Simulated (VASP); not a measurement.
Here is a VASP 6.6.1 calculation.

INCAR

```
ALGO = Normal
EDIFF = 1E-6
ENCUT = 520
GGA = PE
ISIF = 2
ISMEAR = 0
LASPH = True
LCHARG = True
LELF = True
LREAL = False
LVHAR = True
LWAVE = False
NBANDS = 16
NELM = 60
PREC = Accurate
SIGMA = 0.01
```

File KPOINTS:

```
k-points
0
Gamma
  6 6 6
```

POSCAR

```
CdS
1.0
    0.0000000000      2.9165000000      2.9165000000
    2.9165000000      0.0000000000      2.9165000000
    2.9165000000      2.9165000000      0.0000000000
Cd S
1 1
Direct
    0.0000000000      0.0000000000      0.0000000000
    0.2500000000      0.2500000000      0.2500000000
```

Potentials or basis: VASP PAW PBE potentials, release 64 (Cd, S).

Launch:

```sh
$ cat potpaw_PBE.64/Cd/POTCAR potpaw_PBE.64/S/POTCAR > POTCAR
$ mpirun -np 1 vasp_std > vasp.out
```

(1) Estimate the pressure.

(2) Estimate the band gap on the k mesh.

## Answers

(1) 3.2 GPa.

(2) 1.15 eV, direct.
